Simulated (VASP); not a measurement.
# Cu (I4/mmm) in VASP: single point with LDA

Aim: the single point of Cu with LDA.

Program: VASP 6.6.1. These are calculated values, not measurements. Logs are shortened: lines on timing, memory, paths and dates and some standing lists are left out, and cuts for length are marked.

## Step 1: The cell of the first run

The structure is tetragonal, space group I4/mmm (No. 139). Conventional cell: a = 2.886 Å, b = 2.886 Å, c = 2.752 Å, α = 90.00°, β = 90.00°, γ = 90.00°. Within 3.2 Å of Cu (site symmetry 4/mmm) lie 14 Cu at 2.46 to 2.89 Å.

## Step 2: Single point, LDA, collinear spin, ferromagnetic start

The input, INCAR:

```
SYSTEM = Cu
PREC = Accurate
ENCUT = 600
EDIFF = 1E-6
ISMEAR = -1
SIGMA = 0.05
LREAL = .FALSE.
LASPH = .TRUE.
NELM = 200
ALGO = Normal
ISIF = 2
LWAVE = .FALSE.
LCHARG = .FALSE.
ISPIN = 2
MAGMOM = 1.4
LORBIT = 11
NUPDOWN = 1.4
LMAXMIX = 4
GGA = CA
NBANDS = 16
GGA_COMPAT = .FALSE.
```

The input, KPOINTS:

```
regular mesh
0
G
  14 14 14
  0 0 0
```

The input, POSCAR:

```
Cu
1.0
   -1.4427933200      1.4427933200      1.3760814500
    1.4427933200     -1.4427933200      1.3760814500
    1.4427933200      1.4427933200     -1.3760814500
Cu
1
Direct
    0.0000000000      0.0000000000      0.0000000000
```

Potentials or basis: VASP PAW LDA potentials, release 64 (Cu).

Started as:

```sh
$ cat potpaw_LDA.64/Cu/POTCAR > POTCAR
$ mpirun -np 1 vasp_std > vasp.out
```

OUTCAR:

```text
SYSTEM = Cu
   PREC = Accurate
   ENCUT = 600
   EDIFF = 1E-6
   ISMEAR = -1
   LREAL = .FALSE.
   LASPH = .TRUE.
   NELM = 200
   ISIF = 2
   ISPIN = 2
   LORBIT = 11
   NUPDOWN = 1.4
   GGA = CA

 ion  position               nearest neighbor table
   1  0.000  0.000  0.000-

  LATTYP: Found a body centered tetragonal cell.
 ALAT       =     2.8855866400
 C/A-ratio  =     0.9537620052

  Lattice vectors:

 A1 = (  -1.4427933200,   1.4427933200,   1.3760814500)
 A2 = (   1.4427933200,  -1.4427933200,   1.3760814500)
 A3 = (   1.4427933200,   1.4427933200,  -1.3760814500)

Analysis of symmetry for initial positions (statically):
=====================================================================
 Subroutine PRICEL returns:
 Original cell was already a primitive cell.

 Routine SETGRP: Setting up the symmetry group for a
 body centered tetragonal supercell.

 Subroutine GETGRP returns: Found 16 space group operations
 (whereof 16 operations were pure point group operations)
 out of a pool of 16 trial point group operations.

The static configuration has the point symmetry D_4h.

Analysis of symmetry for dynamics (positions and initial velocities):
=====================================================================
 Subroutine PRICEL returns:
 Original cell was already a primitive cell.

 Routine SETGRP: Setting up the symmetry group for a
 body centered tetragonal supercell.

 Subroutine GETGRP returns: Found 16 space group operations
 (whereof 16 operations were pure point group operations)
 out of a pool of 16 trial point group operations.

The dynamic configuration has the point symmetry D_4h.

Analysis of structural, dynamic, and magnetic symmetry:
=====================================================================
 Subroutine PRICEL returns:
 Original cell was already a primitive cell.

 Routine SETGRP: Setting up the symmetry group for a
 body centered tetragonal supercell.

 Subroutine GETGRP returns: Found 16 space group operations
 (whereof 16 operations were pure point group operations)
 out of a pool of 16 trial point group operations.

The overall configuration has the point symmetry D_4h.

 Subroutine INISYM returns: Found 16 space group operations
 (whereof 16 operations are pure point group operations),
 and found     1 'primitive' translations

----------------------------------------------------------------------------------------

                                     Primitive cell

  volume of cell :      11.4581

[... 96 lines left out ...]
   PSTRESS=    0.0 pullay stress
   NELECT =      11.0000    total number of electrons
   NUPDOWN=       1.4000    fix difference up-down
   EMIN   =  10.00;   EMAX   =-10.00  energy-range for DOS
   EFERMI =   0.00;   METHOD = LEGACY
   ISMEAR =    -1;   SIGMA  =   0.05  broadening in eV -4-tet -1-fermi 0-gaus
   EFERMI_NEDOS =   21; number of points for ismear=-14 and -15
   IALGO  =     38    algorithm
   IMIX   =      4    mixing-type and parameters
     AMIX     =   0.40;   BMIX     =  1.00
     AMIX_MAG =   1.60;   BMIX_MAG =  1.00
  volume/ion in A,a.u.               =      11.46        77.32
  Fermi-wavevector in a.u.,A,eV,Ry     =   1.614984  3.051878 35.486359  2.608174
  Thomas-Fermi vector in A             =   2.709805
   LORBIT       =     11    0 simple, 1 ext, 2 COOP (PROOUT), +10 PAW based schemes
   GGA     = CA    functional components
   LHFCALC =     F    Hartree Fock is set to
   AEXX    =    0.0000 exact exchange contribution
   IVDW    =     0    specifies the selected vdW correction
   LEPSILON=     F    determine dielectric tensor
   LRPA    =     F    only Hartree local field effects (RPA)
 spin polarized calculation
  energy-cutoff  :      600.00
  volume of cell :       11.46
 maximum number of plane-waves:       400
   NGX =  9   NGY =  9   NGZ =  9

 number of electron      11.0000000 magnetization       1.4000000

 Free energy of the ion-electron system (eV)
  ---------------------------------------------------
  ext. energy  EPLUGINS =         0.00000000
  ---------------------------------------------------
  free energy    TOTEN  =        -1.73238780 eV

  energy without entropy =       -1.71862163  energy(sigma->0) =       -1.72550472

 E-fermi :   5.3522     XC(G=0): -13.3510

 val. band max:       12.9973271231   @ k =  -0.2857  -0.4286   0.2143
 cond. band min:       5.3525455277   @ k =   0.3571   0.1429  -0.0000
 fundamental gap:     -7.6447815954
 Fermi energy:        12.9987930106

 spin component 1

 k-point     1 :       0.0000    0.0000    0.0000
  band No.  band energies     occupation
      1      -2.2955      1.00000
      2       2.9588      1.00000
      3       3.1576      1.00000
      4       3.1576      1.00000
      5       4.0811      1.00000
      6       4.2955      1.00000
[... 435 lines left out ...]
      5       4.4103      1.00000
      6       5.5742      1.00000
[... 8 lines left out ...]
     15      50.0507      0.00000
     16      53.1803      0.00000

 [... further k-points ...]

 spin component 2

 k-point     1 :       0.0000    0.0000    0.0000
  band No.  band energies     occupation
      1      -1.3744      1.00000
      2       3.9052      1.00000
      3       4.0787      1.00000
      4       4.0787      1.00000
      5       4.8994      0.99988
      6       5.0809      0.99562
[... 435 lines left out ...]
      5       5.2617      0.85931
      6       6.5005      0.00000
[... 8 lines left out ...]
     15      50.9747      0.00000
     16      54.0931      0.00000

 [... further k-points ...]
[... 5 lines left out ...]
  --------------------------------------------------------------------------------------
  -------------------------------------------------------------------------------------
  Total        1.7800623      1.7800623      1.4588416      0.0000000     -0.0000000      0.0000000
  in kB      248.9048755    248.9048755    203.9888123      0.0000000     -0.0000000      0.0000000
  external PRESSURE =     233.9328544 kB  Pullay stress =       0.0000000 kB

 VOLUME and BASIS-vectors are now :
 -----------------------------------------------------------------------------
  energy-cutoff  :      600.00
  volume of cell :       11.46
      direct lattice vectors                 reciprocal lattice vectors
    -1.442793320  1.442793320  1.376081450     0.000000000  0.346549983  0.363350585
     1.442793320 -1.442793320  1.376081450     0.346549983  0.000000000  0.363350585
     1.442793320  1.442793320 -1.376081450     0.346549983  0.346549983  0.000000000

 POSITION                                       TOTAL-FORCE (eV/Angst)
 -----------------------------------------------------------------------------------
      0.00000      0.00000      0.00000        -0.000000      0.000000      0.000000
 -----------------------------------------------------------------------------------
    total drift:                                0.000000     -0.000000      0.000000

  FREE ENERGIE OF THE ION-ELECTRON SYSTEM (eV)
  ---------------------------------------------------
  free  energy   TOTEN  =        -1.7323878021 eV

  energy  without entropy=       -1.7186216338  energy(sigma->0) =       -1.72550472

 total charge

# of ion       s       p       d       tot
------------------------------------------
    1        0.526   0.509   8.942   9.976

 magnetization (x)

# of ion       s       p       d       tot
------------------------------------------
    1        0.154   0.257   0.732   1.142
```

Run time: 63 s. Hardware: 1 thread of Intel Xeon 6975P-C, shared host; peak memory 0.19 GiB.

What came out:

- Free energy: -1.7324 eV
- Pressure: 23.4 GPa
- Net moment: 1.40 μB per cell
- Site moments: Cu +1.14 μB
- Valence electrons inside the program's atomic spheres: Cu 9.98

Caveat: the total moment is fixed, so each spin has its own Fermi level.
